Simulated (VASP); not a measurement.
Runs of VASP 6.6.1 on Ho3PRu. The structure is that of space group Pm-3m (No. 221), or close to it. The cells are those of the table. The cell was built from a structure type or drawn by symmetry, and may not be a known phase.

```tsv
task	spin	cell	k mesh	gap on the mesh (eV)	pressure (GPa)	relaxed volume (Å³/atom)
single point	off	a = 5.234 Å, 5 atoms	4 × 4 × 4	none	(b)	-
single point	off	a = 5.117 Å, 5 atoms	4 × 4 × 4	none	0.3	-
single point	collinear, ferromagnetic start	a = 5.117 Å, 5 atoms	4 × 4 × 4	none	0.2	-
relaxation of cell and atoms	off	relaxed from a = 5.117 Å, 5 atoms	8 × 8 × 8	none	0.0	(a)
relaxation of cell and atoms	off	relaxed from a = 5.234 Å, 5 atoms	4 × 4 × 4	none	0.0	26.90
single point	off	a = 5.111 Å, 5 atoms	8 × 8 × 8	none	0.5	-
```

Alike in all rows: level PBE; potentials or basis VASP PAW PBE potentials, release 64 (Ho_3, P, Ru_pv), 4f in core; cutoff (eV) 500; smearing gaussian 0.1 eV.

Problem. Fill in the values left out.

Solution. (a) 26.91; (b) -4.0.

Caveats: spin-orbit coupling is left out, which moves the levels of the heavy elements; the 4f electrons are frozen in the core, so they carry no moment and show no levels; the cell stands under tension (at least some runs); the magnetic or orbital state may not be the lowest (at least some runs).

A k mesh can miss the band edges, and the runs leave out spin-orbit coupling on Ho, Ru.

A gap of «none» marks levels without a gap at the run's occupations.
